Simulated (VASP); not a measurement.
Input of a VASP 6.6.1 run:

Contents of INCAR:

```
PREC = Accurate
ENCUT = 520
EDIFF = 1E-8
ISMEAR = -1
SIGMA = 0.05
LREAL = False
LASPH = True
NELM = 200
ALGO = Normal
ISIF = 2
LWAVE = False
LCHARG = False
ISPIN = 2
MAGMOM = 4 4 0 0 0 0
LORBIT = 11
LMAXMIX = 4
GGA = PE
LEFG = True
NBANDS = 40
GGA_COMPAT = False
```

The input KPOINTS:

```
Automatic mesh
0
Gamma
  8 8 12
```

File POSCAR:

```
MnO2
1.0
    4.3960000000      0.0000000000      0.0000000000
    0.0000000000      4.3960000000      0.0000000000
    0.0000000000      0.0000000000      2.8710000000
Mn O
2 4
Direct
    0.0000000000      0.0000000000      0.0000000000
    0.5000000000      0.5000000000      0.5000000000
    0.3020000000      0.3020000000      0.0000000000
    0.1980000000      0.8020000000      0.5000000000
    0.6980000000      0.6980000000      0.0000000000
    0.8020000000      0.1980000000      0.5000000000
```

Potentials or basis: VASP PAW PBE potentials, release 64 (Mn_sv, O).

Command:

```bash
$ cat potpaw_PBE.64/Mn_sv/POTCAR potpaw_PBE.64/O/POTCAR > POTCAR
$ mpirun -np 1 vasp_std > vasp.out
```

What does it give for the site moments?

Mn +2.60; O +0.09 μB.

Predict the pressure.

3.4 GPa.

Stress tensor (GPa, compression positive):
```
4.51 0.00 0.00
0.00 4.51 0.00
0.00 0.00 1.27
```

Caveat: the cell stands under pressure; without QUAD_EFG the Cq values of the log hold for a quadrupole moment of 1 mb, not for the nuclei.
